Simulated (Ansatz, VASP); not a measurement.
## TaN: VASP beside Ansatz

File INCAR:

```
SYSTEM = TaN
ALGO     = Normal         ! electronic algorithm
EDIFF    = 1E-6           ! SCF threshold, eV
ENCUT    = 520            ! plane-wave cutoff, eV
ISIF     = 2              ! what is computed and relaxed
ISMEAR   = -1             ! smearing method
LASPH    = .TRUE.         ! aspherical terms in the spheres
LCHARG   = .FALSE.        ! write CHGCAR
LREAL    = .FALSE.        ! projectors in reciprocal space
LWAVE    = .FALSE.        ! write WAVECAR
NBANDS   = 33             ! bands
NELM     = 80             ! most SCF steps
PREC     = Accurate       ! precision mode
SIGMA    = 0.03           ! smearing width, eV
```

File KPOINTS:

```
k-points
0
G
  5 5 8
  0 0 0
```

Contents of POSCAR:

```
TaN
1.0
    5.1849992558      0.0518499926      0.0518499926
   -2.5475962172      4.4644160778      0.0189784145
    0.0290800000      0.0290800000      2.9080000000
Ta N
3 3
Direct
    0.0000000000      0.0000000000      0.0000000000
    0.3333333333      0.6666666667      0.5000000000
    0.6666666667      0.3333333333      0.5000000000
    0.5000000000      0.0000000000      0.0000000000
    0.5000000000      0.5000000000      0.0000000000
    0.0000000000      0.5000000000      0.0000000000
```

Input for Ansatz:

```yaml
crystal:
  lattice:
    - [5.1849992558, 0.0518499926, 0.0518499926]
    - [-2.5475962172, 4.4644160778, 0.0189784145]
    - [0.02908, 0.02908, 2.908]
  atoms:
    - { symbol: Ta, position: [0.0, 0.0, 0.0] }
    - { symbol: Ta, position: [0.3333333333, 0.6666666667, 0.5] }
    - { symbol: Ta, position: [0.6666666667, 0.3333333333, 0.5] }
    - { symbol: "N", position: [0.5, 0.0, 0.0] }
    - { symbol: "N", position: [0.5, 0.5, 0.0] }
    - { symbol: "N", position: [0.0, 0.5, 0.0] }
kpoints:
  mp_grid: { grid: [5, 5, 8] }
  band_path:
    path:
      - [0.0, 0.0, 0.0]
      - [0.0, -0.5, 0.0]
      - [0.0, 0.0, 0.5]
      - [0.0, 0.0, 0.0]
      - [-0.5, 0.0, 0.0]
      - [-0.5, 0.5, -0.5]
      - [0.0, 0.0, 0.0]
      - [-0.5, 0.0, -0.5]
      - [-0.5, 0.5, 0.0]
    npoints: 5
scf:
  occupations: { method: fermi_dirac, width: 0.03 }
hamiltonian:
  xc: lda
  pseudopotentials: { kind: all_electron, lapw: { basis_error: 0.0005 } }
output:
  forces: true
  stress: true
  eigenvalues: true
```

Change from the starting cell: equal xy, yz and zx shear strains of +2 %.

Alike in both runs: task single point; functional LDA; k mesh 5 × 5 × 8; occupations fermi-dirac, width 0.03 eV; no spin polarisation.

|  | VASP | Ansatz |
| --- | --- | --- |
| version | VASP 6.6.1 | Ansatz 0.2.0 |
| potentials or method | VASP PAW LDA potentials, release 64 (Ta_pv, N), cutoff 520 eV | all-electron LAPW, scalar-relativistic |

|  | VASP | Ansatz | Ansatz less VASP |
| --- | --- | --- | --- |
| pressure (GPa) | -2.6 | -4.4 | -1.77 |
| traceless stress, the component that is largest in VASP (GPa) | -4.02 | -3.94 | +0.088 |
| rms of the force components (eV/Å) | 0.078 | 0.075 | -0.0023 |

LDA's correlation is that of Perdew and Zunger in VASP and of Perdew and Wang (1992) in Ansatz. Atom by atom the forces differ by 0.002 eV/Å (rms over components). Ansatz ran all-electron here, and VASP with PAW potentials.

Neither program's run includes spin-orbit coupling.
